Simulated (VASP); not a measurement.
Wanted: the native input for a VASP 6.6.1 run.

```yaml
Task: single point
Functional: PBE-based screened hybrid with 25 % exact exchange
Potentials_or_basis: VASP PAW PBE potentials, release 64 (Si, S)
Cutoff: 400 eV
k_mesh: 4 × 4 × 4
Occupations: gaussian, width 0.05 eV
Spin: no spin polarisation
Dipole_correction: no
Grid_for_exact_exchange_PRECFOCK: Normal
Share_of_exact_exchange: 0.25
Further_INCAR_settings: ALGO = Normal; EDIFF = 1e-06; NBANDS = 25
Screening_parameter: 0.15 1/Å
```

SiS2:

```
CELL_PARAMETERS angstrom
-2.76797 4.88104 2.77145
2.76797 -4.88104 2.77145
2.76797 4.88104 -2.77145
ATOMIC_POSITIONS crystal
Si 0.75000 0.75000 0.00000
Si 0.25000 0.25000 0.00000
S 0.88268 0.78935 0.67203
S 0.11732 0.21065 0.32797
S 0.38268 0.71065 0.09334
S 0.61732 0.28935 0.90666
```

These files were run (other wordings do the same):

POSCAR

```
SiS2
1.0
   -2.7679656562      4.8810386948      2.7714513474
    2.7679656562     -4.8810386948      2.7714513474
    2.7679656562      4.8810386948     -2.7714513474
Si S
2 4
Direct
    0.7500000000      0.7500000000      0.0000000000
    0.2500000000      0.2500000000      0.0000000000
    0.8826845766      0.7893462369      0.6720308135
    0.1173154234      0.2106537631      0.3279691865
    0.3826845766      0.7106537631      0.0933383396
    0.6173154234      0.2893462369      0.9066616604
```

INCAR.step1

```
SYSTEM = SiS2
ALGO = Normal
EDIFF = 1E-5
ENCUT = 400
GGA = PE
GGA_COMPAT = .False.
ISIF = 2
ISMEAR = 0
KPAR = 4
LASPH = .True.
LREAL = .False.
LWAVE = .True.
NBANDS = 25
NELM = 120
PREC = Accurate
SIGMA = 0.05
```

INCAR.step2

```
SYSTEM = SiS2
AEXX = 0.25
ALGO = Normal
EDIFF = 1E-6
ENCUT = 400
GGA = PE
GGA_COMPAT = .False.
HFSCREEN = 0.15
ISIF = 2
ISMEAR = 0
ISTART = 1
KPAR = 4
LASPH = .True.
LCHARG = .True.
LHFCALC = .True.
LREAL = .False.
LVHAR = .True.
LWAVE = .False.
NBANDS = 25
NELM = 120
PREC = Accurate
PRECFOCK = Normal
SIGMA = 0.05
```

KPOINTS

```
k-points
0
Gamma
  4 4 4
  0 0 0
```

Potentials or basis: VASP PAW PBE potentials, release 64 (Si, S).

Run with:

```sh
$ cat potpaw_PBE.64/Si/POTCAR potpaw_PBE.64/S/POTCAR > POTCAR
$ cp INCAR.step1 INCAR
$ mpirun -np 4 vasp_std > vasp.out
$ cp INCAR.step2 INCAR
$ mpirun -np 4 vasp_std > vasp.out
```

It gave:

```yaml
Pressure: -0.9 GPa
Largest_force: 0.540 eV/Å
Band_gap_on_the_k_mesh: 4.08 eV (least direct gap 4.39 eV)
```

Caveat: the PAW data sets were made with another functional, which shifts forces and pressure a little.

It took 22 min on 4 MPI ranks on AMD EPYC 7R13 Processor (Zen 3), with other jobs on the host, peak memory 0.37 GiB a rank.
